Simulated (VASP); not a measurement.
# SrLaO3 in VASP: single point with PBE

Aim: the single point of SrLaO3 with PBE.

All numbers are computed with VASP 6.6.1; they aren't measurements. Logs are shortened: lines on timing, memory, paths and dates and some standing lists are left out, and cuts for length are marked.

**1. The cell of the first run**

The cell holds a disordered packing, 10 atoms: a = 5.281 Å, b = 5.771 Å, c = 5.659 Å, α = 81.45°, β = 114.48°, γ = 90.25°.

**2. Single point, PBE**

Input file INCAR:

```
SYSTEM = SrLaO3
PREC = Accurate
ENCUT = 520
EDIFF = 1E-7
ISMEAR = -1
SIGMA = 0.1
LREAL = .FALSE.
LASPH = .TRUE.
NELM = 100
ALGO = Normal
ISIF = 2
LWAVE = .FALSE.
LCHARG = .FALSE.
GGA = PE
NBANDS = 50
```

Input file KPOINTS:

```
Automatic mesh
0
Gamma
  4 3 4
  0 0.5 0
```

Input file POSCAR:

```
SrLaO3
1.0
    5.1799130000     -0.0157290000     -1.0261790000
    0.0275770000      5.7677350000      0.1807910000
   -1.3062860000      0.6763200000      5.4647060000
Sr La O
2 2 6
Direct
    0.3875960000      0.9153630000      0.9311590000
    0.7511910000      0.1487360000      0.6536900000
    0.0827640000      0.0133430000      0.2976040000
    0.2376510000      0.4684060000      0.6280880000
    0.7926620000      0.6556360000      0.2301510000
    0.7396550000      0.3381080000      0.2210410000
    0.2624070000      0.6350380000      0.2126940000
    0.0589400000      0.4265120000      0.0930840000
    0.5417880000      0.7809680000      0.5865810000
    0.6965780000      0.8468730000      0.3898960000
```

Potentials or basis: VASP PAW PBE potentials, release 64 (Sr_sv, La, O).

Run with:

```sh
$ cat potpaw_PBE.64/Sr_sv/POTCAR potpaw_PBE.64/La/POTCAR potpaw_PBE.64/O/POTCAR > POTCAR
$ mpirun -np 1 vasp_std > vasp.out
```

OUTCAR:

```text
SYSTEM = SrLaO3
   PREC = Accurate
   ENCUT = 520
   EDIFF = 1E-7
   ISMEAR = -1
   LREAL = .FALSE.
   LASPH = .TRUE.
   NELM = 100
   ISIF = 2
   GGA = PE

 ion  position               nearest neighbor table
   1  0.388  0.915  0.931-   7 2.39  10 2.40   5 2.44   9 2.61   2 3.13   3 3.21   3 3.22   4 3.22
                             2 3.26   6 3.27   4 3.32   9 3.42   3 3.48   8 3.51   2 4.16
   2  0.751  0.149  0.654-   9 2.40  10 2.40   6 2.50   8 3.03   1 3.13   4 3.20   4 3.23   1 3.26
                             3 3.29   3 3.34   3 3.42   1 4.16
   3  0.083  0.013  0.298-  10 2.46   8 2.47   6 2.47   9 2.54   5 2.54   7 2.57   1 3.21   1 3.22
                             2 3.29   4 3.33   2 3.34   4 3.35   2 3.42   1 3.48
   4  0.238  0.468  0.628-   9 2.46   7 2.46   5 2.58   8 2.82   2 3.20   1 3.22   2 3.23   1 3.32
                             3 3.33   3 3.35
   5  0.793  0.656  0.230-  10 1.72   6 1.86   1 2.44   3 2.54   4 2.58
   6  0.740  0.338  0.221-   5 1.86   3 2.47   2 2.50   1 3.27
   7  0.262  0.635  0.213-   8 1.64   1 2.39   4 2.46   3 2.57
   8  0.059  0.427  0.093-   7 1.64   3 2.47   4 2.82   2 3.03   1 3.51
   9  0.542  0.781  0.587-  10 1.64   2 2.40   4 2.46   3 2.54   1 2.61   1 3.42
  10  0.697  0.847  0.390-   9 1.64   5 1.72   1 2.40   2 2.40   3 2.46

  LATTYP: Found a triclinic cell.
 ALAT       =     5.6592228727
 B/A-ratio  =     0.9330972015
 C/A-ratio  =     1.0196865887
 COS(alpha) =     0.0043776666
 COS(beta)  =     0.1485971114
 COS(gamma) =     0.4144291986

  Lattice vectors:

 A1 = (   1.3062860000,  -0.6763200000,  -5.4647060000)
 A2 = (   5.1799130000,  -0.0157290000,  -1.0261790000)
 A3 = (  -0.0275770000,  -5.7677350000,  -0.1807910000)

Analysis of symmetry for initial positions (statically):
=====================================================================
 Subroutine PRICEL returns:
 Original cell was already a primitive cell.

 Routine SETGRP: Setting up the symmetry group for a
 triclinic supercell.

 Subroutine GETGRP returns: Found  1 space group operations
 (whereof  1 operations were pure point group operations)
 out of a pool of  2 trial point group operations.

The static configuration has the point symmetry C_1 .

Analysis of symmetry for dynamics (positions and initial velocities):
=====================================================================
 Subroutine PRICEL returns:
 Original cell was already a primitive cell.

 Routine SETGRP: Setting up the symmetry group for a
 triclinic supercell.

 Subroutine GETGRP returns: Found  1 space group operations
 (whereof  1 operations were pure point group operations)
 out of a pool of  2 trial point group operations.

[... 128 lines left out ...]
   NUPDOWN=      -1.0000    fix difference up-down
   EMIN   =  10.00;   EMAX   =-10.00  energy-range for DOS
   EFERMI =   0.00;   METHOD = LEGACY
   ISMEAR =    -1;   SIGMA  =   0.10  broadening in eV -4-tet -1-fermi 0-gaus
   EFERMI_NEDOS =   21; number of points for ismear=-14 and -15
   IALGO  =     38    algorithm
   IMIX   =      4    mixing-type and parameters
     AMIX     =   0.40;   BMIX     =  1.00
     AMIX_MAG =   1.60;   BMIX_MAG =  1.00
  volume/ion in A,a.u.               =      15.49       104.52
  Fermi-wavevector in a.u.,A,eV,Ry     =   1.302469  2.461310 23.081281  1.696426
  Thomas-Fermi vector in A             =   2.433535
   LORBIT       =      0    0 simple, 1 ext, 2 COOP (PROOUT), +10 PAW based schemes
   GGA     = PE    functional components
   LHFCALC =     F    Hartree Fock is set to
   AEXX    =    0.0000 exact exchange contribution
   IVDW    =     0    specifies the selected vdW correction
   LEPSILON=     F    determine dielectric tensor
   LRPA    =     F    only Hartree local field effects (RPA)
 non-spin polarized calculation
  energy-cutoff  :      520.00
  volume of cell :      154.89
 maximum number of plane-waves:      4198
   NGX = 19   NGY = 21   NGZ = 21

 number of electron      77.9999999 magnetization

 Free energy of the ion-electron system (eV)
  ---------------------------------------------------
  ext. energy  EPLUGINS =         0.00000000
  ---------------------------------------------------
  free energy    TOTEN  =       -48.69374856 eV

  energy without entropy =      -48.55245456  energy(sigma->0) =      -48.62310156

 E-fermi :   6.8724     XC(G=0): -10.5134

 val. band max:        6.8541185820   @ k =   0.2500   0.1667   0.5000
 cond. band min:       6.8943297023   @ k =   0.5000   0.5000   0.2500
 fundamental gap:      0.0402111203
 Fermi energy:         6.8723984432

 k-point     1 :      -0.0000    0.1667    0.0000
  band No.  band energies     occupation
      1     -28.9034      2.00000
      2     -28.5596      2.00000
      3     -26.2922      2.00000
      4     -25.3977      2.00000
      5     -15.0117      2.00000
      6     -13.9842      2.00000
[... 1261 lines left out ...]
     49       8.7639      0.00000
     50       8.8531      0.00000

 [... further k-points ...]

------------------------ aborting loop because EDIFF is reached ----------------------------------------

  FORCE on cell =-STRESS in cart. coord.  units (eV):
  Direction    XX          YY          ZZ          XY          YZ          ZX
  --------------------------------------------------------------------------------------
  -------------------------------------------------------------------------------------
  Total       21.5820422     13.7811720     10.1239871      0.0963040      2.7580115     -9.4082162
  in kB      223.2474508    142.5542354    104.7238391      0.9961814     28.5292294    -97.3198115
  external PRESSURE =     156.8418418 kB  Pullay stress =       0.0000000 kB

 VOLUME and BASIS-vectors are now :
 -----------------------------------------------------------------------------
  energy-cutoff  :      520.00
  volume of cell :      154.89
      direct lattice vectors                 reciprocal lattice vectors
     5.179913000 -0.015729000 -1.026179000     0.202706390 -0.002497714  0.048764156
     0.027577000  5.767735000  0.180791000    -0.003925886  0.174101870 -0.022485548
    -1.306286000  0.676320000  5.464706000     0.038194700 -0.006228908  0.192893440

 POSITION                                       TOTAL-FORCE (eV/Angst)
 -----------------------------------------------------------------------------------
      0.81660      5.90324      4.85626         1.509136     -1.288115      1.972239
      3.04130      1.28816      2.82826        -0.248018      0.925211     -1.283329
      0.04032      0.27693      1.54380        -0.441091      0.079691     -0.796791
      0.42347      3.12269      3.27313        -0.478524      2.273881     -1.583138
      3.82336      3.92472      0.56283         0.830701      1.980459      0.183314
      3.55193      2.08798      0.51003        -1.698218     -4.381684      0.601739
      1.09892      3.80245      1.00784        -0.606087     -1.943273     -0.750108
      0.19547      2.52204      0.52530         2.588290      0.783742     -1.263029
      2.06171      4.89261      2.79071        -3.979348      0.255558      5.046733
      3.12225      5.13728      1.56896         2.523160      1.314530     -2.127629
 -----------------------------------------------------------------------------------
    total drift:                               -0.000841      0.000442     -0.000643

  FREE ENERGIE OF THE ION-ELECTRON SYSTEM (eV)
  ---------------------------------------------------
  free  energy   TOTEN  =       -48.6937485587 eV

  energy  without entropy=      -48.5524545553  energy(sigma->0) =      -48.62310156
```

OSZICAR:

```text
N       E                     dE             d eps       ncg     rms          rms(c)
DAV:   1     0.105407742822E+04    0.10541E+04   -0.32229E+04  2760   0.224E+03
DAV:   2     0.223940467924E+03   -0.83014E+03   -0.76471E+03  3064   0.487E+02
DAV:   3    -0.231514836347E+01   -0.22626E+03   -0.21531E+03  3626   0.227E+02
[... 11 lines left out ...]
DAV:  15    -0.486937118835E+02   -0.46802E-04   -0.31128E-04  4152   0.103E-01    0.381E-02
DAV:  16    -0.486937425815E+02   -0.30698E-04   -0.14818E-04  4480   0.670E-02    0.205E-02
DAV:  17    -0.486937462347E+02   -0.36531E-05   -0.35772E-05  4440   0.353E-02    0.103E-02
DAV:  18    -0.486937480718E+02   -0.18371E-05   -0.10767E-05  4152   0.189E-02    0.396E-03
DAV:  19    -0.486937486334E+02   -0.56163E-06   -0.28726E-06  4280   0.996E-03    0.227E-03
DAV:  20    -0.486937485587E+02    0.74706E-07   -0.35126E-07  2832   0.419E-03
   1 F= -.48693749E+02 E0= -.48623102E+02  d E =-.141294E+00
```

It took 3.2 min on 1 thread of Intel Xeon 6975P-C (Granite Rapids), shared host; peak memory 0.38 GiB.

What came out:

| Quantity | Value |
| --- | --- |
| Free energy | -48.6937 eV |
| Pressure | 15.7 GPa |
| Largest force | 6.432 eV/Å |
| Band gap on the k mesh | zero (bands 39 and 40 overlap by 0.08 eV) |

Forces on the atoms (eV/Å):
```
Sr   1.509 -1.288  1.972
Sr  -0.248  0.925 -1.283
La  -0.441  0.080 -0.797
La  -0.479  2.274 -1.583
O    0.831  1.980  0.183
O   -1.698 -4.382  0.602
O   -0.606 -1.943 -0.750
O    2.588  0.784 -1.263
O   -3.979  0.256  5.047
O    2.523  1.315 -2.128
```

Levels at points of the mesh, in eV from the Fermi level:
| k point | band 37 | band 38 | band 39 | band 40 | band 41 | band 42 |
| --- | --- | --- | --- | --- | --- | --- |
| (0.00, 0.50, 0.00) | -0.96 | -0.49 | -0.39 | 0.08 | 0.87 | 0.94 |
| (0.50, 0.50, 0.00) | -0.92 | -0.52 | -0.19 | -0.10 | 0.58 | 0.78 |
| (0.00, 0.50, 0.50) | -0.97 | -0.57 | -0.45 | 0.34 | 0.59 | 0.76 |
| (0.50, 0.50, 0.50) | -0.62 | -0.56 | -0.30 | 0.20 | 0.44 | 1.02 |

Caveat: the k points lie up to 0.37 Å⁻¹ apart; spin-orbit coupling is left out, which moves the levels of the heavy elements.

The gap in the log of VASP goes by the Fermi energy; the results here count the filled bands.